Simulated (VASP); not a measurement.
Set up this calculation in VASP 6.6.1, as the native input.

* Task: single point
* Functional: PBE
* Potentials or basis: VASP PAW PBE potentials, release 64 (Li_sv)
* Cutoff: 520 eV
* k mesh: 22 × 22 × 22
* Occupations: gaussian, width 0.1 eV
* Spin: no spin polarisation
* Dipole correction: no
* Further INCAR settings: ALGO = Fast; EDIFF = 1e-07; NBANDS = 8

The structure of Li lies in POSCAR:

```
Li
1.0
    2.7009748345     -1.5594617348     -0.0660868338
    2.7009748345      1.5594617348     -0.0660868338
   -1.7316293960      0.0000000000      2.5834507369
Li
1
Direct
    0.0000000000      0.0000000000      0.5000000000
```

This isn't the form of Li at room conditions, which is bcc.

One way to write it, as run:

INCAR

```
SYSTEM = Li
PREC = Accurate
ENCUT = 520
EDIFF = 1E-7
ISMEAR = 0
SIGMA = 0.1
LREAL = .False.
LASPH = .True.
NELM = 80
ALGO = Fast
ISIF = 2
LWAVE = .False.
LCHARG = .False.
GGA = PE
NBANDS = 8
```

KPOINTS

```
regular mesh
0
Gamma
  22 22 22
  0 0 0
```

Potentials or basis: VASP PAW PBE potentials, release 64 (Li_sv).

The run is started by

```bash
$ cat potpaw_PBE.64/Li_sv/POTCAR > POTCAR
$ mpirun -np 1 vasp_std > vasp.out
```

It gave:

```yaml
Band_gap_on_the_k_mesh: zero (an odd number of electrons rules out a gap without spin polarisation)
```

Wall time 3.2 min on 1 thread of Intel(R) Xeon(R) 6975P-C (Granite Rapids) (shared host), peak memory 0.46 GiB.
